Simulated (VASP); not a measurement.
In: single point with PBE

The system is In.

```
CELL_PARAMETERS angstrom
2.93976 0.00000 0.00000
-1.46988 2.54590 0.00000
0.00000 0.00000 9.46379
ATOMIC_POSITIONS crystal
In 0.00000 0.00000 0.00000
In 0.33333 0.66667 0.25000
In 0.00000 0.00000 0.50000
In 0.66667 0.33333 0.75000
```

```yaml
Program: VASP 6.6.1
Task: single point
Functional: PBE
Potentials_or_basis: VASP PAW PBE potentials, release 64 (In_d)
Cutoff: 500 eV
k_mesh: 6 × 6 × 2
Occupations: gaussian, width 0.1 eV
Spin: no spin polarisation
```

```yaml
Pressure: 49.0 GPa
Band_gap_on_the_k_mesh: zero (band 26 reaches 18.17 eV, above the bottom of band 27 at 11.29 eV)
```

Stress tensor (GPa, compression positive):
```
45.99  0.00  0.00
 0.00 45.99  0.00
 0.00  0.00 54.89
```

Levels at points of the mesh, in eV from the Fermi level:
```
           k point  band 24  band 25  band 26  band 27  band 28  band 29
(0.00, 0.00, 0.00)    -5.67    -4.51     4.31     4.31    10.83    10.83
(0.50, 0.00, 0.00)    -4.90    -3.77    -3.49     0.68     1.13     1.35
(0.00, 0.00, 0.50)    -8.64    -0.70    -0.70     9.66     9.66    11.16
(0.50, 0.00, 0.50)    -5.65    -2.41    -2.41    -1.19    -1.19     4.41
```

Run time: 26 s on 1 thread of Intel(R) Xeon(R) Platinum 8259CL CPU @ 2.50GHz (Skylake/Cascade Lake), with other jobs on the host, peak memory 0.18 GiB.

Caveat: the k points lie up to 0.41 Å⁻¹ apart; spin-orbit coupling is left out, which moves the levels of the heavy elements.
